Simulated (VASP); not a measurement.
# KBr in VASP: notebook

The runs below take KBr through single point, with PBE.

Program: VASP 6.6.1. These are calculated values, not measurements. Logs are shortened: lines on timing, memory, paths and dates and some standing lists are left out, and cuts for length are marked.

## (1) The cell of the first run

The cell holds a wire with vacuum, 2 atoms: a = 9.000 Å, b = 9.300 Å, c = 6.031 Å, α = 90.00°, β = 90.00°, γ = 90.00°.

## (2) Single point, PBE, collinear spin, ferromagnetic start

File INCAR:

```
PREC = Accurate
ENCUT = 520
EDIFF = 1E-7
ISMEAR = 0
SIGMA = 0.05
LREAL = F
LASPH = T
NELM = 150
ALGO = Normal
ISIF = 2
LWAVE = F
LCHARG = F
ISPIN = 2
MAGMOM = 0.5 0.5
LORBIT = 11
GGA = PE
NBANDS = 19
```

File KPOINTS:

```
Automatic mesh
0
Gamma
  1 1 11
```

File POSCAR:

```
KBr
1.0
    9.0000000000      0.0000000000      0.0000000000
    0.0000000000      9.3000000000      0.0000000000
    0.0000000000      0.0000000000      6.0308062365
K Br
1 1
Direct
    0.5000000000      0.5000000000      0.0000000000
    0.5000000000      0.5000000000      0.4650000000
```

Potentials or basis: VASP PAW PBE potentials, release 64 (K_sv, Br).

The run is started by

```console
$ cat potpaw_PBE.64/K_sv/POTCAR potpaw_PBE.64/Br/POTCAR > POTCAR
$ mpirun -np 1 vasp_std > vasp.out
```

OUTCAR:

```text
PREC = Accurate
   ENCUT = 520
   EDIFF = 1E-7
   ISMEAR = 0
   LREAL = F
   LASPH = T
   NELM = 150
   ISIF = 2
   ISPIN = 2
   LORBIT = 11
   GGA = PE

 ion  position               nearest neighbor table
   1  0.500  0.500  0.000-   2 2.80   2 3.23
   2  0.500  0.500  0.465-   1 2.80   1 3.23

  LATTYP: Found a simple orthorhombic cell.
 ALAT       =     6.0308062365
 B/A-ratio  =     1.4923377816
 C/A-ratio  =     1.5420823743

  Lattice vectors:

 A1 = (   0.0000000000,   0.0000000000,   6.0308062365)
 A2 = (   9.0000000000,   0.0000000000,   0.0000000000)
 A3 = (   0.0000000000,   9.3000000000,   0.0000000000)

Analysis of symmetry for initial positions (statically):
=====================================================================
 Subroutine PRICEL returns:
 Original cell was already a primitive cell.

 Routine SETGRP: Setting up the symmetry group for a
 simple orthorhombic supercell.

 Subroutine GETGRP returns: Found  4 space group operations
 (whereof  4 operations were pure point group operations)
 out of a pool of  8 trial point group operations.

The static configuration has the point symmetry C_2v.

Analysis of symmetry for dynamics (positions and initial velocities):
=====================================================================
 Subroutine PRICEL returns:
 Original cell was already a primitive cell.

 Routine SETGRP: Setting up the symmetry group for a
 simple orthorhombic supercell.

 Subroutine GETGRP returns: Found  4 space group operations
 (whereof  4 operations were pure point group operations)
 out of a pool of  8 trial point group operations.

The dynamic configuration has the point symmetry C_2v.

Analysis of structural, dynamic, and magnetic symmetry:
=====================================================================
 Subroutine PRICEL returns:
 Original cell was already a primitive cell.

 Routine SETGRP: Setting up the symmetry group for a
 simple orthorhombic supercell.

 Subroutine GETGRP returns: Found  4 space group operations
 (whereof  4 operations were pure point group operations)
 out of a pool of  8 trial point group operations.

The overall configuration has the point symmetry C_2v.

 Subroutine INISYM returns: Found  4 space group operations
 (whereof  4 operations are pure point group operations),
 and found     1 'primitive' translations

----------------------------------------------------------------------------------------

                                     Primitive cell

  volume of cell :     504.7785

  direct lattice vectors                    reciprocal lattice vectors
     9.000000000  0.000000000  0.000000000     0.111111111  0.000000000  0.000000000
     0.000000000  9.300000000  0.000000000     0.000000000  0.107526882  0.000000000
     0.000000000  0.000000000  6.030806237     0.000000000  0.000000000  0.165815309

  length of vectors
     9.000000000  9.300000000  6.030806237     0.111111111  0.107526882  0.165815309

  position of ions in fractional coordinates (direct lattice)
     0.500000000  0.500000000  0.000000000
     0.500000000  0.500000000  0.465000000

  ion indices of the primitive-cell ions
   primitive index   ion index
                 1           1
                 2           2

----------------------------------------------------------------------------------------

 KPOINTS: Automatic mesh

Automatic generation of k-mesh.
 Grid dimensions read from file:
 generate k-points for:    1    1   11

 Generating k-lattice:

  Cartesian coordinates                     Fractional coordinates (reciprocal lattice)
     0.111111111  0.000000000  0.000000000     1.000000000  0.000000000  0.000000000
     0.000000000  0.107526882  0.000000000     0.000000000  1.000000000  0.000000000
     0.000000000  0.000000000  0.015074119     0.000000000  0.000000000  0.090909091

  Length of vectors
     0.111111111  0.107526882  0.015074119

  Shift w.r.t. Gamma in fractional coordinates (k-lattice)
     0.000000000  0.000000000  0.000000000

 Subroutine IBZKPT returns following result:
 ===========================================

 Found      6 irreducible k-points:

 Following reciprocal coordinates:
            Coordinates               Weight
  0.000000  0.000000  0.000000      1.000000
  0.000000  0.000000  0.090909      2.000000
  0.000000  0.000000  0.181818      2.000000
  0.000000  0.000000  0.272727      2.000000
  0.000000  0.000000  0.363636      2.000000
  0.000000  0.000000  0.454545      2.000000
   k-points           NKPTS =      6   k-points in BZ     NKDIM =      6   number of bands    NBANDS=     19
   number of dos      NEDOS =    301   number of ions     NIONS =      2
   total plane-waves  NPLWV = 235200
   dimension x,y,z NGX =    70 NGY =   70 NGZ =   48
   dimension x,y,z NGXF=   140 NGYF=  140 NGZF=   96
   ions per type =               1   1
   NGX,Y,Z   is equivalent  to a cutoff of  12.93, 12.51, 13.23 a.u.
   NGXF,Y,Z  is equivalent  to a cutoff of  25.86, 25.03, 26.46 a.u.
 SYSTEM =  unknown system
   PREC   = accura    normal or accurate (medium, high low for compatibility)
   ISTART =      0    job   : 0-new  1-cont  2-samecut
   ICHARG =      2    charge: 1-file 2-atom 10-const
   ISPIN  =      2    spin polarized calculation?
   LNONCOLLINEAR =      F non collinear calculations
   LSORBIT =      F    spin-orbit coupling
   LASPH  =      T    aspherical Exc in radial PAW
   ENCUT  =  520.0 eV  38.22 Ry    6.18 a.u.  16.73 17.29 11.21*2*pi/ulx,y,z
   NELM   =    150;   NELMIN=  2; NELMDL= -5     # of ELM steps
   EDIFF  = 0.1E-06   stopping-criterion for ELM
   LREAL  =      F    real-space projection
   EDIFFG = 0.1E-05   stopping-criterion for IOM
   NSW    =      0    number of steps for IOM
   IBRION =     -1    ionic relax: 0-MD 1-quasi-New 2-CG
   NFREE  =      0    steps in history (QN), initial steepest desc. (CG)
   ISIF   =      2    stress and relaxation
   ISYM   =      2    0-nonsym 1-usesym 2-fastsym
   POTIM  = 0.5000    time-step for ionic-motion
   TEBEG  =    0.0;   TEEND  =   0.0 temperature during run
   PSTRESS=    0.0 pullay stress
   NELECT =      16.0000    total number of electrons
   NUPDOWN=      -1.0000    fix difference up-down
   EMIN   =  10.00;   EMAX   =-10.00  energy-range for DOS
   EFERMI =   0.00;   METHOD = LEGACY
   ISMEAR =     0;   SIGMA  =   0.05  broadening in eV -4-tet -1-fermi 0-gaus
   EFERMI_NEDOS =   21; number of points for ismear=-14 and -15
   IALGO  =     38    algorithm
   IMIX   =      4    mixing-type and parameters
     AMIX     =   0.40;   BMIX     =  1.00
     AMIX_MAG =   1.60;   BMIX_MAG =  1.00
  volume/ion in A,a.u.               =     252.39      1703.21
  Fermi-wavevector in a.u.,A,eV,Ry     =   0.518101  0.979069  3.652195  0.268429
  Thomas-Fermi vector in A             =   1.534833
   LORBIT       =     11    0 simple, 1 ext, 2 COOP (PROOUT), +10 PAW based schemes
   GGA     = PE    functional components
   LHFCALC =     F    Hartree Fock is set to
   AEXX    =    0.0000 exact exchange contribution
   IVDW    =     0    specifies the selected vdW correction
   LEPSILON=     F    determine dielectric tensor
   LRPA    =     F    only Hartree local field effects (RPA)
 spin polarized calculation
 Gauss-broadening in eV      SIGMA  =   0.05
  energy-cutoff  :      520.00
  volume of cell :      504.78
 maximum number of plane-waves:     13617
 NGX is ok and might be reduce to    70
   NGX = 33   NGY = 35   NGZ = 23

 number of electron      16.0000000 magnetization      -0.0000211

 number of electron      16.0000000 magnetization       0.0000090

 Free energy of the ion-electron system (eV)
  ---------------------------------------------------
  ext. energy  EPLUGINS =         0.00000000
  ---------------------------------------------------
  free energy    TOTEN  =        -5.28441258 eV

  energy without entropy =       -5.28441258  energy(sigma->0) =       -5.28441258

 E-fermi :  -4.6544     XC(G=0):  -1.9018

 val. band max:       -4.9940606562   @ k =   0.0000   0.0000   0.0000
 cond. band min:      -0.8472329538   @ k =   0.0000   0.0000   0.0000
 fundamental gap:      4.1468277024
 Fermi energy:        -4.6544437892

 spin component 1

 k-point     1 :       0.0000    0.0000    0.0000
  band No.  band energies     occupation
      1     -33.9888      1.00000
      2     -17.5580      1.00000
      3     -17.5394      1.00000
      4     -17.5393      1.00000
      5     -16.7529      1.00000
      6      -5.0969      1.00000
[... 11 lines left out ...]
     18       3.2034      0.00000
     19       3.2246      0.00000

 k-point     2 :       0.0000    0.0000    0.0909
  band No.  band energies     occupation
      1     -33.9888      1.00000
      2     -17.5889      1.00000
      3     -17.5393      1.00000
      4     -17.5392      1.00000
      5     -16.7141      1.00000
      6      -5.1476      1.00000
[... 11 lines left out ...]
     18       3.2356      0.00000
     19       3.2565      0.00000

 k-point     3 :       0.0000    0.0000    0.1818
  band No.  band energies     occupation
      1     -33.9887      1.00000
      2     -17.6607      1.00000
      3     -17.5392      1.00000
      4     -17.5391      1.00000
      5     -16.6210      1.00000
      6      -5.2792      1.00000
[... 11 lines left out ...]
     18       3.3129      0.00000
     19       3.3305      0.00000

 k-point     4 :       0.0000    0.0000    0.2727
  band No.  band energies     occupation
      1     -33.9886      1.00000
      2     -17.7390      1.00000
      3     -17.5390      1.00000
      4     -17.5389      1.00000
      5     -16.5145      1.00000
      6      -5.4427      1.00000
[... 11 lines left out ...]
     18       3.0547      0.00000
     19       3.4852      0.00000

 k-point     5 :       0.0000    0.0000    0.3636
  band No.  band energies     occupation
      1     -33.9886      1.00000
      2     -17.8008      1.00000
      3     -17.5388      1.00000
      4     -17.5387      1.00000
      5     -16.4265      1.00000
      6      -5.5856      1.00000
[... 11 lines left out ...]
     18       2.6962      0.00000
     19       3.4449      0.00000

 k-point     6 :       0.0000    0.0000    0.4545
  band No.  band energies     occupation
      1     -33.9886      1.00000
      2     -17.8342      1.00000
      3     -17.5387      1.00000
      4     -17.5386      1.00000
      5     -16.3773      1.00000
      6      -5.6676      1.00000
[... 11 lines left out ...]
     18       2.5533      0.00000
     19       3.1642      0.00000
 Fermi energy:        -4.6544437892

 spin component 2

 k-point     1 :       0.0000    0.0000    0.0000
  band No.  band energies     occupation
      1     -33.9888      1.00000
      2     -17.5580      1.00000
      3     -17.5394      1.00000
      4     -17.5393      1.00000
      5     -16.7529      1.00000
      6      -5.0969      1.00000
[... 11 lines left out ...]
     18       3.2029      0.00000
     19       3.2239      0.00000

 k-point     2 :       0.0000    0.0000    0.0909
  band No.  band energies     occupation
      1     -33.9888      1.00000
      2     -17.5889      1.00000
      3     -17.5393      1.00000
      4     -17.5392      1.00000
      5     -16.7141      1.00000
      6      -5.1476      1.00000
[... 11 lines left out ...]
     18       3.2351      0.00000
     19       3.2558      0.00000

 k-point     3 :       0.0000    0.0000    0.1818
  band No.  band energies     occupation
      1     -33.9887      1.00000
      2     -17.6607      1.00000
      3     -17.5392      1.00000
      4     -17.5391      1.00000
      5     -16.6210      1.00000
      6      -5.2792      1.00000
[... 11 lines left out ...]
     18       3.3299      0.00000
     19       3.3485      0.00000

 k-point     4 :       0.0000    0.0000    0.2727
  band No.  band energies     occupation
      1     -33.9886      1.00000
      2     -17.7390      1.00000
      3     -17.5390      1.00000
      4     -17.5389      1.00000
      5     -16.5145      1.00000
      6      -5.4427      1.00000
[... 11 lines left out ...]
     18       3.0552      0.00000
     19       3.4818      0.00000

 k-point     5 :       0.0000    0.0000    0.3636
  band No.  band energies     occupation
      1     -33.9886      1.00000
      2     -17.8008      1.00000
      3     -17.5388      1.00000
      4     -17.5387      1.00000
      5     -16.4265      1.00000
      6      -5.5856      1.00000
[... 11 lines left out ...]
     18       2.6967      0.00000
     19       3.4426      0.00000

 k-point     6 :       0.0000    0.0000    0.4545
  band No.  band energies     occupation
      1     -33.9886      1.00000
      2     -17.8342      1.00000
      3     -17.5387      1.00000
      4     -17.5386      1.00000
      5     -16.3773      1.00000
      6      -5.6676      1.00000
[... 11 lines left out ...]
     18       2.5533      0.00000
     19       3.1618      0.00000

------------------------ aborting loop because EDIFF is reached ----------------------------------------

  FORCE on cell =-STRESS in cart. coord.  units (eV):
  Direction    XX          YY          ZZ          XY          YZ          ZX
  --------------------------------------------------------------------------------------
  -------------------------------------------------------------------------------------
  Total        0.0255498      0.0168034      1.1026510      0.0000000      0.0000000      0.0000000
  in kB        0.0810956      0.0533344      3.4998370      0.0000000      0.0000000      0.0000000
  external PRESSURE =       1.2114224 kB  Pullay stress =       0.0000000 kB

 VOLUME and BASIS-vectors are now :
 -----------------------------------------------------------------------------
  energy-cutoff  :      520.00
  volume of cell :      504.78
      direct lattice vectors                 reciprocal lattice vectors
     9.000000000  0.000000000  0.000000000     0.111111111  0.000000000  0.000000000
     0.000000000  9.300000000  0.000000000     0.000000000  0.107526882  0.000000000
     0.000000000  0.000000000  6.030806237     0.000000000  0.000000000  0.165815309

 POSITION                                       TOTAL-FORCE (eV/Angst)
 -----------------------------------------------------------------------------------
      4.50000      4.65000      0.00000         0.000000      0.000000     -0.890225
      4.50000      4.65000      2.80432         0.000000      0.000000      0.890225
 -----------------------------------------------------------------------------------
    total drift:                                0.000000      0.000000     -0.000132

  FREE ENERGIE OF THE ION-ELECTRON SYSTEM (eV)
  ---------------------------------------------------
  free  energy   TOTEN  =        -5.2844125803 eV

  energy  without entropy=       -5.2844125803  energy(sigma->0) =       -5.28441258

 total charge

# of ion       s       p       d       tot
------------------------------------------
    1        1.958   5.579   0.029   7.567
    2        1.600   3.293   0.001   4.895
--------------------------------------------------
tot          3.559   8.873   0.030  12.462

 magnetization (x)

# of ion       s       p       d       tot
------------------------------------------
    1       -0.000  -0.000   0.000  -0.000
    2       -0.000  -0.000  -0.000  -0.000
--------------------------------------------------
tot         -0.000  -0.000   0.000  -0.000
```

It took 3 min on 1 thread of AMD EPYC 9R45 (Zen 5), shared host; peak memory 0.7 GiB.

Results:

```yaml
Free_energy: -5.2844 eV
Largest_force: 0.890 eV/Å
Band_gap_on_the_k_mesh: 4.15 eV, direct
Net_moment: 0.00 μB per cell
Valence_electrons_inside_the_program's_atomic_spheres: K 7.57; Br 4.89
```

Forces on the atoms (eV/Å):
```
K    0.000  0.000 -0.890
Br   0.000  0.000  0.890
```

## (3) Single point, PBE, collinear spin, ferromagnetic start

This run uses another cell than the first one, of 262.48 Å³/atom, 1.040 times its volume.

File INCAR:

```
ALGO = Normal
EDIFF = 1E-6
ENCUT = 520
GGA = PE
ISIF = 2
ISMEAR = 0
ISPIN = 2
LASPH = True
LCHARG = False
LORBIT = 11
LREAL = False
LWAVE = False
MAGMOM = 0.5 0.5
NBANDS = 19
NELM = 150
PREC = Accurate
SIGMA = 0.05
```

File KPOINTS:

```
k-points
0
Gamma
  1 1 12
```

File POSCAR:

```
KBr
1.0
   10.4000000000      0.0000000000      0.0000000000
    0.0000000000      9.3000000000      0.0000000000
    0.0000000000      0.0000000000      5.4277256128
K Br
1 1
Direct
    0.4347629133      0.5000000000      0.0000000000
    0.5652370867      0.5000000000      0.5000000000
```

Potentials or basis: VASP PAW PBE potentials, release 64 (K_sv, Br).

The run is started by

```console
$ cat potpaw_PBE.64/K_sv/POTCAR potpaw_PBE.64/Br/POTCAR > POTCAR
$ mpirun -np 1 vasp_std > vasp.out
```

It took 3.1 min on 1 thread of AMD EPYC 9R45 (Zen 5), shared host; peak memory 0.66 GiB.

Results (log left out):

```yaml
Free_energy: -5.2866 eV
Largest_force: 0.160 eV/Å
Band_gap_on_the_k_mesh: 3.84 eV, direct
Net_moment: 0.00 μB per cell
Valence_electrons_inside_the_program's_atomic_spheres: K 7.56; Br 4.88
```

Forces in eV/Å, atoms in the order of the input:
```
K    0.160  0.000  0.000
Br  -0.160  0.000  0.000
```

Levels at points of the mesh, in eV from the valence-band top:
Spin up:
| k point | band 6 | band 7 | band 8 | band 9 | band 10 | band 11 |
| --- | --- | --- | --- | --- | --- | --- |
| (0.00, 0.00, 0.00) | -0.20 | -0.20 | 0.00 | 3.84 | 5.55 | 5.69 |
| (0.00, 0.00, 0.50) | -0.47 | -0.02 | 0.00 | 4.93 | 5.30 | 6.42 |
Spin down:
| k point | band 5 | band 6 | band 7 | band 8 | band 9 | band 10 | band 11 | band 12 |
| --- | --- | --- | --- | --- | --- | --- | --- | --- |
| (0.00, 0.00, 0.00) | -11.81 | -0.20 | -0.20 | 0.00 | 3.84 | 5.55 | 5.69 | 5.98 |
| (0.00, 0.00, 0.50) | -11.58 | -0.47 | -0.02 | 0.00 | 4.93 | 5.30 | 6.42 | 6.54 |

[end of part 1 of 2]
